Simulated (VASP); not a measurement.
# AlRu (P4/mmm) in VASP: notebook

AlRu is run at these levels: PBE; tasks: single point.

All numbers are computed with VASP 6.6.1; they aren't measurements. Logs are shortened: lines on timing, memory, paths and dates and some standing lists are left out, and cuts for length are marked.

## 1. The cell of the first run

The structure is tetragonal, space group P4/mmm (No. 123). Conventional cell: a = 2.992 Å, b = 2.992 Å, c = 2.872 Å, α = 90.00°, β = 90.00°, γ = 90.00°. Al (site symmetry 4/mmm) has 8 Ru at 2.56 Å and 6 Al at 2.87 to 2.99 Å within 3.4 Å. Ru (site symmetry 4/mmm) has 8 Al at 2.56 Å and 6 Ru at 2.87 to 2.99 Å within 3.4 Å.

## 2. Single point, PBE (strain -0.0400 x Voigt [0, 0, 1, 0, 0, 0])

Contents of INCAR:

```
PREC = Accurate ; ENCUT = 520
EDIFF = 1E-6 ; ISMEAR = 0
SIGMA = 0.15 ; LREAL = False
LASPH = True ; NELM = 100
ALGO = Fast ; ISIF = 2
LWAVE = False ; LCHARG = False
GGA = PE ; NBANDS = 16
```

Contents of KPOINTS:

```
regular mesh
0
Gamma
  16 16 16
```

Contents of POSCAR:

```
AlRu
1.0
    2.9916000000      0.0000000000      0.0000000000
    0.0000000000      2.9916000000      0.0000000000
    0.0000000000      0.0000000000      2.8719360000
Al Ru
1 1
Direct
    0.0000000000      0.0000000000      0.0000000000
    0.5000000000      0.5000000000      0.5000000000
```

Potentials or basis: VASP PAW PBE potentials, release 64 (Al, Ru_pv).

Run with:

```sh
> cat potpaw_PBE.64/Al/POTCAR potpaw_PBE.64/Ru_pv/POTCAR > POTCAR
> mpirun -np 1 vasp_std > vasp.out
```

OUTCAR:

```text
PREC = Accurate
   ENCUT = 520
   EDIFF = 1E-6
   ISMEAR = 0
   LREAL = False
   LASPH = True
   NELM = 100
   ISIF = 2
   GGA = PE

 ion  position               nearest neighbor table
   1  0.000  0.000  0.000-   2 2.56   2 2.56   2 2.56   2 2.56   2 2.56   2 2.56   2 2.56   2 2.56

   2  0.500  0.500  0.500-   1 2.56   1 2.56   1 2.56   1 2.56   1 2.56   1 2.56   1 2.56   1 2.56

  LATTYP: Found a simple tetragonal cell.
 ALAT       =     2.9916000000
 C/A-ratio  =     0.9600000000

  Lattice vectors:

 A1 = (   2.9916000000,   0.0000000000,   0.0000000000)
 A2 = (   0.0000000000,   2.9916000000,   0.0000000000)
 A3 = (   0.0000000000,   0.0000000000,   2.8719360000)

Analysis of symmetry for initial positions (statically):
=====================================================================
 Subroutine PRICEL returns:
 Original cell was already a primitive cell.

 Routine SETGRP: Setting up the symmetry group for a
 simple tetragonal supercell.

 Subroutine GETGRP returns: Found 16 space group operations
 (whereof 16 operations were pure point group operations)
 out of a pool of 16 trial point group operations.

The static configuration has the point symmetry D_4h.

Analysis of symmetry for dynamics (positions and initial velocities):
=====================================================================
 Subroutine PRICEL returns:
 Original cell was already a primitive cell.

 Routine SETGRP: Setting up the symmetry group for a
 simple tetragonal supercell.

 Subroutine GETGRP returns: Found 16 space group operations
 (whereof 16 operations were pure point group operations)
 out of a pool of 16 trial point group operations.

The dynamic configuration has the point symmetry D_4h.

 Subroutine INISYM returns: Found 16 space group operations
 (whereof 16 operations are pure point group operations),
 and found     1 'primitive' translations

----------------------------------------------------------------------------------------

                                     Primitive cell

  volume of cell :      25.7029

  direct lattice vectors                    reciprocal lattice vectors
     2.991600000  0.000000000  0.000000000     0.334269287  0.000000000  0.000000000
     0.000000000  2.991600000  0.000000000     0.000000000  0.334269287  0.000000000
     0.000000000  0.000000000  2.871936000     0.000000000  0.000000000  0.348197174

  length of vectors
     2.991600000  2.991600000  2.871936000     0.334269287  0.334269287  0.348197174

  position of ions in fractional coordinates (direct lattice)
     0.000000000  0.000000000  0.000000000
     0.500000000  0.500000000  0.500000000

  ion indices of the primitive-cell ions
   primitive index   ion index
                 1           1
                 2           2

----------------------------------------------------------------------------------------

 KPOINTS: regular mesh

Automatic generation of k-mesh.
 Grid dimensions read from file:
 generate k-points for:   16   16   16

 Generating k-lattice:

  Cartesian coordinates                     Fractional coordinates (reciprocal lattice)
     0.020891830  0.000000000  0.000000000     0.062500000  0.000000000  0.000000000
     0.000000000  0.020891830  0.000000000     0.000000000  0.062500000  0.000000000
     0.000000000  0.000000000  0.021762323     0.000000000  0.000000000  0.062500000

  Length of vectors
     0.020891830  0.020891830  0.021762323

  Shift w.r.t. Gamma in fractional coordinates (k-lattice)
     0.000000000  0.000000000  0.000000000

 Subroutine IBZKPT returns following result:
 ===========================================

 Found    405 irreducible k-points:

 Following reciprocal coordinates:
            Coordinates               Weight
  0.000000  0.000000  0.000000      1.000000
  0.062500  0.000000  0.000000      4.000000
  0.125000  0.000000  0.000000      4.000000
  0.187500  0.000000  0.000000      4.000000
  0.250000  0.000000  0.000000      4.000000
  0.312500  0.000000  0.000000      4.000000
[... 16 lines left out ...]
  0.437500  0.125000  0.000000      8.000000
  0.500000  0.125000  0.000000      4.000000
 [... further k-points ...]
   k-points           NKPTS =    405   k-points in BZ     NKDIM =    405   number of bands    NBANDS=     16
   number of dos      NEDOS =    301   number of ions     NIONS =      2
   total plane-waves  NPLWV =  13824
   dimension x,y,z NGX =    24 NGY =   24 NGZ =   24
   dimension x,y,z NGXF=    48 NGYF=   48 NGZF=   48
   ions per type =               1   1
   NGX,Y,Z   is equivalent  to a cutoff of  13.34, 13.34, 13.89 a.u.
   NGXF,Y,Z  is equivalent  to a cutoff of  26.67, 26.67, 27.79 a.u.
 SYSTEM =  unknown system
   PREC   = accura    normal or accurate (medium, high low for compatibility)
   ISTART =      0    job   : 0-new  1-cont  2-samecut
   ICHARG =      2    charge: 1-file 2-atom 10-const
   ISPIN  =      1    spin polarized calculation?
   LNONCOLLINEAR =      F non collinear calculations
   LSORBIT =      F    spin-orbit coupling
   LASPH  =      T    aspherical Exc in radial PAW
   ENCUT  =  520.0 eV  38.22 Ry    6.18 a.u.   5.56  5.56  5.34*2*pi/ulx,y,z
   NELM   =    100;   NELMIN=  2; NELMDL= -5     # of ELM steps
   EDIFF  = 0.1E-05   stopping-criterion for ELM
   LREAL  =      F    real-space projection
   EDIFFG = 0.1E-04   stopping-criterion for IOM
   NSW    =      0    number of steps for IOM
   IBRION =     -1    ionic relax: 0-MD 1-quasi-New 2-CG
   NFREE  =      0    steps in history (QN), initial steepest desc. (CG)
   ISIF   =      2    stress and relaxation
   ISYM   =      2    0-nonsym 1-usesym 2-fastsym
   POTIM  = 0.5000    time-step for ionic-motion
   TEBEG  =    0.0;   TEEND  =   0.0 temperature during run
   PSTRESS=    0.0 pullay stress
   NELECT =      17.0000    total number of electrons
   NUPDOWN=      -1.0000    fix difference up-down
   EMIN   =  10.00;   EMAX   =-10.00  energy-range for DOS
   EFERMI =   0.00;   METHOD = LEGACY
   ISMEAR =     0;   SIGMA  =   0.15  broadening in eV -4-tet -1-fermi 0-gaus
   EFERMI_NEDOS =   21; number of points for ismear=-14 and -15
   IALGO  =     68    algorithm
   IMIX   =      4    mixing-type and parameters
     AMIX     =   0.40;   BMIX     =  1.00
     AMIX_MAG =   1.60;   BMIX_MAG =  1.00
  volume/ion in A,a.u.               =      12.85        86.73
  Fermi-wavevector in a.u.,A,eV,Ry     =   1.426365  2.695438 27.681268  2.034516
  Thomas-Fermi vector in A             =   2.546649
   LORBIT       =      0    0 simple, 1 ext, 2 COOP (PROOUT), +10 PAW based schemes
   GGA     = PE    functional components
   LHFCALC =     F    Hartree Fock is set to
   AEXX    =    0.0000 exact exchange contribution
   IVDW    =     0    specifies the selected vdW correction
   LEPSILON=     F    determine dielectric tensor
   LRPA    =     F    only Hartree local field effects (RPA)
 non-spin polarized calculation
 RMM-DIIS sequential band-by-band and
 Gauss-broadening in eV      SIGMA  =   0.15
  energy-cutoff  :      520.00
  volume of cell :       25.70
 maximum number of plane-waves:       719
 NGX is ok and might be reduce to    24
   NGX = 11   NGY = 11   NGZ = 11

 number of electron      16.9999998 magnetization

 Free energy of the ion-electron system (eV)
  ---------------------------------------------------
  ext. energy  EPLUGINS =         0.00000000
  ---------------------------------------------------
  free energy    TOTEN  =       -14.19793535 eV

  energy without entropy =      -14.18029862  energy(sigma->0) =      -14.18911698

 E-fermi :  11.3329     XC(G=0): -12.7764

 val. band max:       11.3325647793   @ k =   0.0625   0.0000   0.1875
 cond. band min:      11.3354165858   @ k =   0.2500   0.0000   0.1250
 fundamental gap:      0.0028518065
 Fermi energy:        11.3329257097

 k-point     1 :       0.0000    0.0000    0.0000
  band No.  band energies     occupation
      1     -30.4875      2.00000
      2     -30.4875      2.00000
      3     -30.4305      2.00000
      4       1.3869      2.00000
      5       7.5004      2.00000
      6       7.5114      2.00000
[... 8 lines left out ...]
     15      23.4289      0.00000
     16      27.2646      0.00000

 k-point     2 :       0.0625    0.0000    0.0000
  band No.  band energies     occupation
      1     -30.4957      2.00000
      2     -30.4868      2.00000
      3     -30.4298      2.00000
      4       1.4631      2.00000
      5       7.5262      2.00000
      6       7.5357      2.00000
[... 8 lines left out ...]
     15      23.4290      0.00000
     16      27.4563      0.00000

 k-point     3 :       0.1250    0.0000    0.0000
  band No.  band energies     occupation
      1     -30.5193      2.00000
      2     -30.4848      2.00000
      3     -30.4279      2.00000
      4       1.6888      2.00000
      5       7.5832      2.00000
      6       7.6109      2.00000
[... 8 lines left out ...]
     15      23.5091      0.00000
     16      28.0720      0.00000

 k-point     4 :       0.1875    0.0000    0.0000
  band No.  band energies     occupation
      1     -30.5543      2.00000
      2     -30.4818      2.00000
      3     -30.4251      2.00000
      4       2.0558      2.00000
      5       7.6221      2.00000
      6       7.7292      2.00000
[... 8 lines left out ...]
     15      24.1149      0.00000
     16      28.9297      0.00000
[... 324 lines left out ...]
 k-point    22 :       0.3750    0.1250    0.0000
  band No.  band energies     occupation
      1     -30.6669      2.00000
      2     -30.5024      2.00000
      3     -30.4131      2.00000
      4       4.0677      2.00000
      5       6.8974      2.00000
      6       8.2940      2.00000
[... 8 lines left out ...]
     15      24.5981      0.00000
     16      26.1516      0.00000

 k-point    23 :       0.4375    0.1250    0.0000
  band No.  band energies     occupation
      1     -30.6897      2.00000
      2     -30.5003      2.00000
      3     -30.4113      2.00000
      4       4.7889      2.00000
      5       6.2551      2.00000
      6       8.4036      2.00000
[... 8 lines left out ...]
     15      23.6890      0.00000
     16      25.3736      0.00000

 k-point    24 :       0.5000    0.1250    0.0000
  band No.  band energies     occupation
      1     -30.6977      2.00000
      2     -30.4995      2.00000
      3     -30.4106      2.00000
      4       5.5028      2.00000
      5       5.5631      2.00000
      6       8.4453      2.00000
[... 8 lines left out ...]
     15      24.0244      0.00000
     16      24.6814      0.00000

 [... further k-points ...]

------------------------ aborting loop because EDIFF is reached ----------------------------------------

  FORCE on cell =-STRESS in cart. coord.  units (eV):
  Direction    XX          YY          ZZ          XY          YZ          ZX
  --------------------------------------------------------------------------------------
  -------------------------------------------------------------------------------------
  Total        1.5447371      1.5447371      2.8804530      0.0000000      0.0000000      0.0000000
  in kB       96.2904783     96.2904783    179.5517187      0.0000000      0.0000000      0.0000000
  external PRESSURE =     124.0442251 kB  Pullay stress =       0.0000000 kB

 VOLUME and BASIS-vectors are now :
 -----------------------------------------------------------------------------
  energy-cutoff  :      520.00
  volume of cell :       25.70
      direct lattice vectors                 reciprocal lattice vectors
     2.991600000  0.000000000  0.000000000     0.334269287  0.000000000  0.000000000
     0.000000000  2.991600000  0.000000000     0.000000000  0.334269287  0.000000000
     0.000000000  0.000000000  2.871936000     0.000000000  0.000000000  0.348197174

 POSITION                                       TOTAL-FORCE (eV/Angst)
 -----------------------------------------------------------------------------------
      0.00000      0.00000      0.00000         0.000000      0.000000      0.000000
      1.49580      1.49580      1.43597         0.000000      0.000000      0.000000
 -----------------------------------------------------------------------------------
    total drift:                                0.000000     -0.000000     -0.000000

  FREE ENERGIE OF THE ION-ELECTRON SYSTEM (eV)
  ---------------------------------------------------
  free  energy   TOTEN  =       -14.1979353525 eV

  energy  without entropy=      -14.1802986159  energy(sigma->0) =      -14.18911698
```

Run time: 56 s. Hardware: 1 thread of Intel Xeon 6975P-C, shared host; peak memory 0.27 GiB.

What came out:

* Free energy: -14.1979 eV
* Pressure: 12.4 GPa

Stress tensor (GPa, compression positive):
```
 9.63  0.00  0.00
 0.00  9.63  0.00
 0.00  0.00 17.96
```

Levels at points of the mesh, in eV from the Fermi level:
```csv
k point,band 7,band 8,band 9,band 10,band 11,band 12
"(0.00, 0.00, 0.00)",-0.02,0.27,0.27,5.83,5.83,7.14
"(0.50, 0.00, 0.00)",-1.88,-1.37,0.51,2.18,7.39,10.86
"(0.50, 0.50, 0.00)",-1.58,-1.00,-1.00,1.43,5.17,6.43
"(0.00, 0.00, 0.50)",-1.90,-1.90,0.32,2.91,7.37,10.87
"(0.50, 0.00, 0.50)",-1.48,-1.33,-1.19,1.68,5.80,6.71
"(0.50, 0.50, 0.50)",1.56,1.87,2.81,4.12,4.12,4.41
```

Caveat: the cell differs from its parent crystal (strain -0.0400 x Voigt [0, 0, 1, 0, 0, 0]).

## 3. Single point, PBE (strain -0.0300 x Voigt [0, 0, 1, 0, 0, 0])

Contents of INCAR:

```
PREC = Accurate
ENCUT = 520
EDIFF = 1E-7
ISMEAR = 0
SIGMA = 0.15
LREAL = F
LASPH = T
NELM = 80
ALGO = Fast
ISIF = 2
LWAVE = F
LCHARG = F
GGA = PE
NBANDS = 16
```

KPOINTS is that of step 2.

POSCAR, as its differences from that of step 2:

```diff
@@ -4,3 +4,3 @@
     0.0000000000      2.9916000000      0.0000000000
-    0.0000000000      0.0000000000      2.8719360000
+    0.0000000000      0.0000000000      2.9018520000
 Al Ru
```

Potentials or basis: VASP PAW PBE potentials, release 64 (Al, Ru_pv).

Run with:

```sh
> cat potpaw_PBE.64/Al/POTCAR potpaw_PBE.64/Ru_pv/POTCAR > POTCAR
> mpirun -np 1 vasp_std > vasp.out
```

Wall time 79 s (1 thread of Intel Xeon 6975P-C, shared host); peak memory 0.28 GiB.

It converged, with:

```
Free energy : -14.2244 eV
Pressure    : 9.7 GPa
```

Stress tensor (GPa, compression positive):
```
 7.73  0.00  0.00
 0.00  7.73  0.00
 0.00  0.00 13.67
```

Levels at points of the mesh, in eV from the Fermi level:
```csv
k point,band 6,band 7,band 8,band 9,band 10,band 11,band 12,band 13
"(0.00, 0.00, 0.00)",-3.76,0.03,0.24,0.24,5.89,5.89,6.86,11.03
"(0.50, 0.00, 0.00)",-2.97,-1.81,-1.44,0.49,2.21,7.40,10.90,11.72
"(0.50, 0.50, 0.00)",-1.53,-1.53,-1.05,-1.05,1.46,5.21,6.39,11.32
"(0.00, 0.00, 0.50)",-2.83,-1.83,-1.83,0.35,2.75,7.39,10.91,10.91
"(0.50, 0.00, 0.50)",-1.46,-1.40,-1.29,-1.24,1.65,5.67,6.59,10.58
"(0.50, 0.50, 0.50)",-4.79,1.58,1.80,2.75,4.12,4.12,4.33,8.51
```

Caveat: the cell differs from its parent crystal (strain -0.0300 x Voigt [0, 0, 1, 0, 0, 0]).

[end of part 1 of 2]
